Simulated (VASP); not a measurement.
Write the native input for VASP 6.6.1 that does the following.

- Task: relaxation of cell and atoms
- Functional: BLYP
- Dispersion: D4
- Potentials or basis: VASP PAW PBE potentials, release 64 (W_sv, C)
- Cutoff: 600 eV
- k mesh: 10 × 10 × 9
- Occupations: fermi-dirac, width 0.05 eV
- Spin: no spin polarisation
- Dipole correction: no
- Further INCAR settings: ALGO = Normal; EDIFF = 1e-06; IBRION = 2; EDIFFG = -0.01; NSW = 60; ISIF = 3

The structure of WC (Qusongite) lies in POSCAR:

```
WC
1.0
    2.9065000000      0.0000000000      0.0000000000
   -1.4532500000      2.5171028361      0.0000000000
    0.0000000000      0.0000000000      2.8366000000
W C
1 1
Direct
    0.0000000000      0.0000000000      0.0000000000
    0.6666666667      0.3333333333      0.5000000000
```

These files were run (other wordings do the same):

INCAR

```
SYSTEM = WC
PREC = Accurate
ENCUT = 600
EDIFF = 1E-6
ISMEAR = -1
SIGMA = 0.05
LREAL = .FALSE.
LASPH = .TRUE.
NELM = 100
ALGO = Normal
ISIF = 3
LWAVE = .FALSE.
LCHARG = .FALSE.
GGA = B5
ALDAX = 1.0
AGGAX = 1.0
AGGAC = 1.0
ALDAC = 0.0
IVDW = 13
VDW_S6 = 1.0
VDW_S8 = 2.34076671
VDW_A1 = 0.44488865
VDW_A2 = 4.0933009
IBRION = 2
NSW = 60
EDIFFG = -0.01
```

KPOINTS

```
Automatic mesh
0
G
  10 10 9
  0 0 0
```

Potentials or basis: VASP PAW PBE potentials, release 64 (W_sv, C).

Command:

```bash
$ cat potpaw_PBE.64/W_sv/POTCAR potpaw_PBE.64/C/POTCAR > POTCAR
$ mpirun -np 1 vasp_std > vasp.out
```

It gave:

```
Relaxed volume                         : 10.56 Å³/atom
Relaxed cell                           : a = 2.925 Å, b = 2.925 Å, c = 2.849 Å, α = 90.00°, β = 90.00°, γ = 120.00°
Space group after relaxing (to 0.05 Å) : P-6m2 (No. 187)
Energy gained by relaxing              : 3.9 meV/atom
Ionic steps                            : 6
Pressure after relaxing                : 0.0 GPa
Band gap on the k mesh                 : zero (band 9 reaches 11.97 eV, above the bottom of band 10 at 10.80 eV)
Dispersion energy per atom             : -0.918 eV
```

Caveat: the PAW data sets were made with another functional, which shifts forces and pressure a little; spin-orbit coupling is left out, which moves the levels of the heavy elements; pairwise dispersion overbinds metals, which lowers pressure and volume.

It took 89 s on 1 thread of AMD EPYC 7R13 Processor (Zen 3), on a shared host, peak memory 0.14 GiB.
